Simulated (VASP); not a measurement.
**Pd: relaxation of cell and atoms with PBEsol**

Pd:

```
Pd
1.0
     0.00000    1.95865    1.95865
     1.95865    0.00000    1.95865
     1.95865    1.95865    0.00000
Pd
1
Direct
  0.00000 0.00000 0.00000
```

- Program: VASP 6.6.1
- Task: relaxation of cell and atoms
- Functional: PBEsol
- Potentials or basis: VASP PAW PBE potentials, release 64 (Pd)
- Cutoff: 600 eV
- k mesh: 18 × 18 × 18
- Occupations: gaussian, width 0.1 eV
- Spin: no spin polarisation
- Dipole correction: no
- Further INCAR settings: ALGO = Normal; EDIFF = 1e-06; IBRION = 2; EDIFFG = -0.005; NSW = 100; ISIF = 3

* Relaxed volume: 14.52 Å³/atom
* Relaxed cell: a = 2.738 Å, b = 2.738 Å, c = 2.738 Å, α = 60.00°, β = 60.00°, γ = 60.00°
* Space group after relaxing (to 0.05 Å): Fm-3m (No. 225)
* Energy gained by relaxing: 10.6 meV/atom
* Ionic steps: 6
* Pressure after relaxing: 0.0 GPa
* Band gap on the k mesh: zero (band 5 reaches 10.19 eV, above the bottom of band 6 at 8.57 eV)

The path:
| step | energy change (eV) | largest force (eV/Å) | pressure (GPa) | volume (Å³) |
| --- | --- | --- | --- | --- |
| 1 | 0.0000 | 0.0000 | -6.43 | 15.03 |
| 2 | 0.0187 | 0.0000 | 12.97 | 13.75 |
| 3 | -0.0106 | 0.0000 | -0.10 | 14.53 |
| 4 | -0.0106 | 0.0000 | 0.06 | 14.52 |
| 5 | -0.0106 | 0.0000 | -0.10 | 14.53 |
| 6 | -0.0106 | 0.0000 | 0.01 | 14.52 |

Final structure:
```cif
data_structure
_symmetry_space_group_name_H-M 'P 1'
_symmetry_Int_Tables_number 1
_cell_length_a 2.7385
_cell_length_b 2.7385
_cell_length_c 2.7385
_cell_angle_alpha 60.000
_cell_angle_beta 60.000
_cell_angle_gamma 60.000
_cell_volume 14.52
loop_
_atom_site_label
_atom_site_type_symbol
_atom_site_fract_x
_atom_site_fract_y
_atom_site_fract_z
_atom_site_occupancy
Pd1 Pd 0.00000 0.00000 0.00000 1
```

Levels at points of the mesh, in eV from the Fermi level:
| k point | band 3 | band 4 | band 5 | band 6 | band 7 | band 8 |
| --- | --- | --- | --- | --- | --- | --- |
| (0.00, 0.00, 0.00) | -2.93 | -2.93 | -1.25 | -1.25 | 17.13 | 21.99 |
| (0.50, 0.00, 0.00) | -2.97 | -0.02 | -0.02 | 0.88 | 7.39 | 16.49 |
| (0.50, 0.50, 0.00) | -0.04 | 0.30 | 0.30 | 3.25 | 10.87 | 13.19 |

Wall time 34 s on 1 thread of Intel(R) Xeon(R) Platinum 8488C (Sapphire Rapids), with other jobs on the host, peak memory 0.17 GiB.

Caveat: the PAW data sets were made with another functional, which shifts forces and pressure a little.
